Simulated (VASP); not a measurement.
# BiTe (Fm-3m) in VASP: notebook, part 2 of 2

VASP 6.6.1. Earlier steps stand in the parts before.

## Step 3: Single point, PBE

This run uses another cell than the first one, of 31.32 Å³/atom, 1.028 times its volume.

Input file INCAR:

```
SYSTEM = BiTe
PREC = Accurate
ENCUT = 520
EDIFF = 1E-7
ISMEAR = -1
SIGMA = 0.1
LREAL = .FALSE.
LASPH = .TRUE.
NELM = 80
ALGO = Normal
ISIF = 2
LWAVE = .FALSE.
LCHARG = .TRUE.
GGA = PE
LELF = .TRUE.
LVHAR = .TRUE.
NBANDS = 18
```

Input file KPOINTS:

```
Automatic mesh
0
G
  6 6 6
  0 0 0
```

Input file POSCAR:

```
BiTe
1.0
    0.0000000000      3.1520144219      3.1520144219
    3.1520144219      0.0000000000      3.1520144219
    3.1520144219      3.1520144219      0.0000000000
Bi Te
1 1
Direct
    0.0000000000      0.0000000000      0.0000000000
    0.5000000000      0.5000000000      0.5000000000
```

Potentials or basis: VASP PAW PBE potentials, release 64 (Bi_d, Te).

The run is started by

```console
> cat potpaw_PBE.64/Bi_d/POTCAR potpaw_PBE.64/Te/POTCAR > POTCAR
> mpirun -np 1 vasp_std > vasp.out
```

OUTCAR:

```text
SYSTEM = BiTe
   PREC = Accurate
   ENCUT = 520
   EDIFF = 1E-7
   ISMEAR = -1
   LREAL = .FALSE.
   LASPH = .TRUE.
   NELM = 80
   ISIF = 2
   GGA = PE

 ion  position               nearest neighbor table
   1  0.000  0.000  0.000-   2 3.15   2 3.15   2 3.15   2 3.15   2 3.15   2 3.15
   2  0.500  0.500  0.500-   1 3.15   1 3.15   1 3.15   1 3.15   1 3.15   1 3.15

  LATTYP: Found a face centered cubic cell.
 ALAT       =     6.3040288438

  Lattice vectors:

 A1 = (   0.0000000000,   3.1520144219,   3.1520144219)
 A2 = (   3.1520144219,   0.0000000000,   3.1520144219)
 A3 = (   3.1520144219,   3.1520144219,   0.0000000000)

Analysis of symmetry for initial positions (statically):
=====================================================================
 Subroutine PRICEL returns:
 Original cell was already a primitive cell.

 Routine SETGRP: Setting up the symmetry group for a
 face centered cubic supercell.

 Subroutine GETGRP returns: Found 48 space group operations
 (whereof 48 operations were pure point group operations)
 out of a pool of 48 trial point group operations.

The static configuration has the point symmetry O_h .

Analysis of symmetry for dynamics (positions and initial velocities):
=====================================================================
 Subroutine PRICEL returns:
 Original cell was already a primitive cell.

 Routine SETGRP: Setting up the symmetry group for a
 face centered cubic supercell.

 Subroutine GETGRP returns: Found 48 space group operations
 (whereof 48 operations were pure point group operations)
 out of a pool of 48 trial point group operations.

The dynamic configuration has the point symmetry O_h .

 Subroutine INISYM returns: Found 48 space group operations
 (whereof 48 operations are pure point group operations),
 and found     1 'primitive' translations
[... 99 lines left out ...]
   EMIN   =  10.00;   EMAX   =-10.00  energy-range for DOS
   EFERMI =   0.00;   METHOD = LEGACY
   ISMEAR =    -1;   SIGMA  =   0.10  broadening in eV -4-tet -1-fermi 0-gaus
   EFERMI_NEDOS =   21; number of points for ismear=-14 and -15
   IALGO  =     38    algorithm
   IMIX   =      4    mixing-type and parameters
     AMIX     =   0.40;   BMIX     =  1.00
     AMIX_MAG =   1.60;   BMIX_MAG =  1.00
  volume/ion in A,a.u.               =      31.32       211.33
  Fermi-wavevector in a.u.,A,eV,Ry     =   1.137321  2.149225 17.599124  1.293499
  Thomas-Fermi vector in A             =   2.274026
   LORBIT       =      0    0 simple, 1 ext, 2 COOP (PROOUT), +10 PAW based schemes
   GGA     = PE    functional components
   LHFCALC =     F    Hartree Fock is set to
   AEXX    =    0.0000 exact exchange contribution
   IVDW    =     0    specifies the selected vdW correction
   LEPSILON=     F    determine dielectric tensor
   LRPA    =     F    only Hartree local field effects (RPA)
 non-spin polarized calculation
  energy-cutoff  :      520.00
  volume of cell :       62.63
 maximum number of plane-waves:      1700
 NGX is ok and might be reduce to    36
   NGX = 17   NGY = 17   NGZ = 17

 number of electron      21.0000000 magnetization

 Free energy of the ion-electron system (eV)
  ---------------------------------------------------
  ext. energy  EPLUGINS =         0.00000000
  ---------------------------------------------------
  free energy    TOTEN  =        -7.09828858 eV

  energy without entropy =       -7.04379293  energy(sigma->0) =       -7.07104075

 E-fermi :   7.5748     XC(G=0):  -9.7851

 val. band max:        7.5191817905   @ k =   0.3333   0.0000   0.0000
 cond. band min:       7.6134540268   @ k =   0.3333   0.0000   0.0000
 fundamental gap:      0.0942722362
 Fermi energy:         7.5747622426

 k-point     1 :       0.0000    0.0000    0.0000
  band No.  band energies     occupation
      1     -15.5511      2.00000
      2     -15.5511      2.00000
      3     -15.5432      2.00000
      4     -15.5432      2.00000
      5     -15.5432      2.00000
      6      -6.4585      2.00000
[... 313 lines left out ...]
      5     -15.5284      2.00000
      6      -4.1000      2.00000
[... 10 lines left out ...]
     17      18.1147      0.00000
     18      18.1512      0.00000

------------------------ aborting loop because EDIFF is reached ----------------------------------------

  FORCE on cell =-STRESS in cart. coord.  units (eV):
  Direction    XX          YY          ZZ          XY          YZ          ZX
  --------------------------------------------------------------------------------------
  -------------------------------------------------------------------------------------
  Total        2.1392864      2.1392864      2.1392864      0.0000000      0.0000000     -0.0000000
  in kB       54.7248935     54.7248935     54.7248935      0.0000000      0.0000000     -0.0000000
  external PRESSURE =      54.7248935 kB  Pullay stress =       0.0000000 kB

 VOLUME and BASIS-vectors are now :
 -----------------------------------------------------------------------------
  energy-cutoff  :      520.00
  volume of cell :       62.63
      direct lattice vectors                 reciprocal lattice vectors
     0.000000000  3.152014422  3.152014422    -0.158628716  0.158628716  0.158628716
     3.152014422  0.000000000  3.152014422     0.158628716 -0.158628716  0.158628716
     3.152014422  3.152014422  0.000000000     0.158628716  0.158628716 -0.158628716

 POSITION                                       TOTAL-FORCE (eV/Angst)
 -----------------------------------------------------------------------------------
      0.00000      0.00000      0.00000         0.000000     -0.000000      0.000000
      3.15201      3.15201      3.15201        -0.000000      0.000000     -0.000000
 -----------------------------------------------------------------------------------
    total drift:                               -0.000000      0.000000      0.000000

  FREE ENERGIE OF THE ION-ELECTRON SYSTEM (eV)
  ---------------------------------------------------
  free  energy   TOTEN  =        -7.0982885802 eV

  energy  without entropy=       -7.0437929291  energy(sigma->0) =       -7.07104075
```

OSZICAR:

```text
N       E                     dE             d eps       ncg     rms          rms(c)
DAV:   1     0.164877269848E+03    0.16488E+03   -0.10002E+04   576   0.115E+03
DAV:   2     0.526460761586E+01   -0.15961E+03   -0.15523E+03   630   0.314E+02
DAV:   3    -0.675171054423E+01   -0.12016E+02   -0.11904E+02   674   0.901E+01
DAV:   4    -0.709902890924E+01   -0.34732E+00   -0.34704E+00   732   0.162E+01
DAV:   5    -0.711205244276E+01   -0.13024E-01   -0.13023E-01   802   0.295E+00    0.717E+00
DAV:   6    -0.709527997193E+01    0.16772E-01   -0.54439E-02   814   0.154E+00    0.439E+00
DAV:   7    -0.709862395631E+01   -0.33440E-02   -0.22510E-02   676   0.810E-01    0.342E-01
DAV:   8    -0.709817696455E+01    0.44699E-03   -0.40921E-03   714   0.435E-01    0.136E-01
DAV:   9    -0.709828696153E+01   -0.11000E-03   -0.36205E-04   652   0.106E-01    0.701E-02
DAV:  10    -0.709828845310E+01   -0.14916E-05   -0.87820E-06   866   0.178E-02    0.350E-02
DAV:  11    -0.709828763333E+01    0.81977E-06   -0.62949E-06   610   0.114E-02    0.351E-02
DAV:  12    -0.709828820158E+01   -0.56825E-06   -0.34143E-07   644   0.301E-03    0.110E-02
DAV:  13    -0.709828845026E+01   -0.24867E-06   -0.15495E-07   532   0.148E-03    0.159E-03
DAV:  14    -0.709828856323E+01   -0.11297E-06   -0.23732E-08   336   0.119E-03    0.682E-04
DAV:  15    -0.709828858018E+01   -0.16953E-07   -0.20043E-09   328   0.328E-04
   1 F= -.70982886E+01 E0= -.70710408E+01  d E =-.544957E-01
```

stdout:

```text
POSCAR found type information on POSCAR BiTe
 POSCAR found :  2 types and       2 ions
 scaLAPACK will be used
 LDA part: xc-table for (Slater+PW92), standard interpolation
 POSCAR, INCAR and KPOINTS ok, starting setup
 FFT: planning ... GRIDC
 FFT: planning ... GRID_SOFT
 FFT: planning ... GRID
 WAVECAR not read
 entering main loop
```

Wall time 13 s (1 thread of Intel Xeon 6975P-C, shared host); peak memory 0.2 GiB.

What came out:

| Property | Result |
| --- | --- |
| Free energy | -7.0983 eV |
| Pressure | 5.5 GPa |

Levels at points of the mesh, in eV from the Fermi level:
```tsv
k point	band 6	band 7	band 8	band 9	band 10	band 11	band 12	band 13	band 14	band 15
(0.00, 0.00, 0.00)	-14.03	-7.76	-2.70	-2.70	-2.70	2.38	2.38	2.38	4.60	4.60
(0.50, 0.00, 0.00)	-11.86	-11.48	-2.02	-2.02	-1.51	-0.78	-0.69	-0.69	7.56	8.07
(0.50, 0.50, 0.00)	-12.01	-9.91	-6.15	-4.33	-4.33	2.01	4.03	4.03	5.62	8.96
```

Caveat: spin-orbit coupling is left out, which moves the levels of the heavy elements.
